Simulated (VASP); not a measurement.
Set up this calculation in VASP 6.6.1, as the native input.

| Property | Result |
| --- | --- |
| Task | single point |
| Functional | LDA |
| Potentials or basis | VASP PAW LDA potentials, release 64 (Mn_pv, O) |
| Cutoff | 520 eV |
| k mesh | 11 × 11 × 6 |
| Occupations | fermi-dirac, width 0.03 eV |
| Spin | no spin polarisation |
| Dipole correction | no |
| Further INCAR settings | ALGO = Normal; EDIFF = 1e-06; NBANDS = 20 |

The structure of MnO2 lies in POSCAR:

```
MnO2
1.0
    2.7374130834      0.0000000000      0.0000000000
   -1.3687065417      2.3706692709      0.0000000000
    0.0000000000      0.0000000000      4.4094230071
Mn O
1 2
Direct
    0.0000000000      0.0000000000      0.5000000000
    0.6666666667      0.3333333333      0.2937074300
    0.3333333333      0.6666666667      0.7062925700
```

These files were run (other wordings do the same):

INCAR

```
PREC = Accurate
ENCUT = 520
EDIFF = 1E-6
ISMEAR = -1
SIGMA = 0.03
LREAL = F
LASPH = T
NELM = 80
ALGO = Normal
ISIF = 2
LWAVE = F
LCHARG = T
GGA = CA
LELF = T
LVHAR = T
NBANDS = 20
```

KPOINTS

```
regular mesh
0
Gamma
  11 11 6
```

Potentials or basis: VASP PAW LDA potentials, release 64 (Mn_pv, O).

Launch:

```bash
$ cat potpaw_LDA.64/Mn_pv/POTCAR potpaw_LDA.64/O/POTCAR > POTCAR
$ mpirun -np 1 vasp_std > vasp.out
```

Results of the run:

```
Pressure               : 12.7 GPa
Largest force          : 1.321 eV/Å
Band gap on the k mesh : zero (an odd number of electrons rules out a gap without spin polarisation)
```

Caveat: the cell stands under pressure; an odd number of electrons without spin polarisation forces a metal; a magnetic or distorted state may lie lower; the run has no spin polarisation, though such a crystal can be magnetic; semilocal functionals often make such compounds metallic where correlation or magnetic order opens a gap, which also shifts bond lengths.

Run time: 34 s on 1 thread of AMD EPYC 7R13 Processor (Zen 3), on a shared host, peak memory 0.13 GiB.
